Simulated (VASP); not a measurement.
A run of VASP 6.6.1 is set up as follows.

The input INCAR:

```
SYSTEM = AlN
PREC     = Accurate       ! precision mode
ENCUT    = 520            ! plane-wave cutoff, eV
EDIFF    = 1E-7           ! SCF threshold, eV
ISMEAR   = 0              ! smearing method
SIGMA    = 0.05           ! smearing width, eV
LREAL    = .False.        ! projectors in reciprocal space
LASPH    = .True.         ! aspherical terms in the spheres
NELM     = 80             ! most SCF steps
ALGO     = Normal         ! electronic algorithm
ISIF     = 2              ! what is computed and relaxed
LWAVE    = .False.        ! write WAVECAR
LCHARG   = .True.         ! write CHGCAR
GGA      = PE             ! functional
LELF     = .True.         ! ELF
LVHAR    = .True.       
NBANDS   = 16             ! bands
```

The input KPOINTS:

```
regular mesh
0
Gamma
  9 9 6
  0 0 0
```

File POSCAR:

```
AlN
1.0
    3.2238000000      0.0000000000      0.0000000000
   -1.6119000000      2.7918926967      0.0000000000
    0.0000000000      0.0000000000      5.2176000000
Al N
2 2
Direct
    0.3333333333      0.6666666667      0.0026225026
    0.6666666667      0.3333333333      0.5026225026
    0.3333333333      0.6666666667      0.3823774974
    0.6666666667      0.3333333333      0.8823774974
```

Potentials or basis: VASP PAW PBE potentials, release 64 (Al, N).

Launch:

```sh
$ cat potpaw_PBE.64/Al/POTCAR potpaw_PBE.64/N/POTCAR > POTCAR
$ mpirun -np 1 vasp_std > vasp.out
```

**Question.** What does it give for the band gap on the k mesh?

**Answer.** 3.26 eV, direct.

**Question.** Estimate the pressure.

**Answer.** -15.8 GPa.

Stress tensor (GPa, compression positive):
```
-15.40   0.00   0.00
  0.00 -15.40   0.00
  0.00   0.00 -16.56
```

A hybrid or GW would open this gap; PBE tends to underestimate it.
